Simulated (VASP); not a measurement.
The system is C.

```
C
1.0
     2.52210    0.00000    0.00000
    -1.26105    2.18420    0.00000
     0.00000    0.00000   12.35570
C
12
Direct
  0.66667 0.33333 0.35417
  0.33333 0.66667 0.85417
  0.66667 0.33333 0.14583
  0.33333 0.66667 0.64583
  0.66667 0.33333 0.47917
  0.33333 0.66667 0.97917
  0.66667 0.33333 0.02083
  0.33333 0.66667 0.52083
  0.00000 0.00000 0.81250
  0.00000 0.00000 0.31250
  0.00000 0.00000 0.68750
  0.00000 0.00000 0.18750
```

- Program: VASP 6.6.1
- Task: relaxation of cell and atoms
- Functional: PBEsol
- Dispersion: D3(BJ)
- Potentials or basis: VASP PAW PBE potentials, release 64 (C)
- Cutoff: 600 eV
- k mesh: 12 × 12 × 3
- Occupations: fermi-dirac, width 0.05 eV
- Spin: no spin polarisation

At the start: pressure -7.8 GPa; volume 5.67 Å³/atom.

Question: Where does the relaxation end?

Answer: Over 8 steps the energy falls by 4.0 meV/atom and the volume is 5.57 Å³/atom (-1.8 %); space group P6_3/mmc (No. 194, to 0.1 Å) before and after.

Step by step:
```csv
step,energy change (eV),largest force (eV/Å),pressure (GPa),volume (Å³)
1,0.0000,0.3394,-7.81,68.06
2,0.0216,0.4806,10.84,65.37
3,-0.0478,0.1108,0.23,66.83
4,-0.0478,0.1068,0.40,66.80
5,-0.0467,0.1491,0.12,66.84
6,-0.0485,0.0284,0.29,66.82
7,-0.0485,0.0190,-0.24,66.90
8,-0.0486,0.0015,-0.01,66.86
```

Final structure:
```xyz
12
Lattice="2.5015 0.0000 0.0000 -1.2508 2.1664 0.0000 0.0000 0.0000 12.3380" Properties=species:S:1:pos:R:3 pbc="T T T"
C     1.2508    0.7221    4.3790
C     0.0000    1.4443   10.5479
C     1.2508    0.7221    1.7900
C     0.0000    1.4443    7.9590
C     1.2508    0.7221    5.9127
C     0.0000    1.4443   12.0817
C     1.2508    0.7221    0.2563
C     0.0000    1.4443    6.4253
C    -1.2508    2.1664   10.0322
C     0.0000    0.0000    3.8632
C     0.0000    0.0000    8.4747
C     0.0000    0.0000    2.3057
```

Caveat: the PAW data sets were made with another functional, which shifts forces and pressure a little.
